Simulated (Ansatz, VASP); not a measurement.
## Ir: VASP beside Ansatz

INCAR

```
  PREC = Accurate
  ENCUT = 520
  EDIFF = 1E-6
  ISMEAR = -1
  SIGMA = 0.1
  LREAL = F
  LASPH = T
  NELM = 60
  ALGO = Normal
  ISIF = 2
  LWAVE = F
  LCHARG = T
  LELF = T
  LVHAR = T
  NBANDS = 10
```

Contents of KPOINTS:

```
regular mesh
0
Gamma
  15 15 15
```

POSCAR

```
Ir
1.0
    2.5268085999      0.0000000000      0.0000000000
    0.0000000000      2.5268085999      0.0000000000
    0.0000000000      0.0000000000      2.5268085999
Ir
1
Direct
    0.0000000000      0.0000000000      0.0000000000
```

Input for Ansatz:

```yaml
crystal:
  lattice:
    - [2.5268085999, 0.0, 0.0]
    - [0.0, 2.5268085999, 0.0]
    - [0.0, 0.0, 2.5268085999]
  atoms:
    - { symbol: Ir, position: [0.0, 0.0, 0.0] }
kpoints:
  mp_grid: { grid: [15, 15, 15] }
  band_path:
    path:
      - [0.0, 0.0, 0.0]
      - [0.0, 0.5, 0.0]
      - [0.5, 0.5, 0.0]
      - [0.0, 0.0, 0.0]
      - [0.5, 0.5, 0.5]
      - [0.0, 0.5, 0.0]
      - [0.5, 0.5, 0.5]
      - [0.5, 0.5, 0.0]
    npoints: 14
scf:
  occupations: { method: fermi_dirac, width: 0.1 }
hamiltonian:
  xc: lda
  pseudopotentials: { kind: all_electron, lapw: { basis_error: 0.001 } }
output:
  forces: true
  stress: true
  eigenvalues: true
  populations: true
  dos: { projected: true, de: 0.2, e_range: [-14, 8] }
```

Alike in both runs: task single point; functional LDA; k mesh 15 × 15 × 15; occupations fermi-dirac, width 0.1 eV; no spin polarisation.

|  | VASP | Ansatz |
| --- | --- | --- |
| version | VASP 6.6.1 | Ansatz 0.2.0 |
| potentials or method | VASP PAW LDA potentials, release 64 (Ir), cutoff 520 eV | all-electron LAPW, scalar-relativistic |

VASP gave:

| Property | Result |
| --- | --- |
| pressure (GPa) | 1.5 |

Problem. Which values does Ansatz return?

Solution. Pressure (GPa): 0.0.

LDA's correlation is that of Perdew and Zunger in VASP and of Perdew and Wang (1992) in Ansatz. Ansatz ran all-electron here, and VASP with PAW potentials.

Spin-orbit coupling is off throughout.
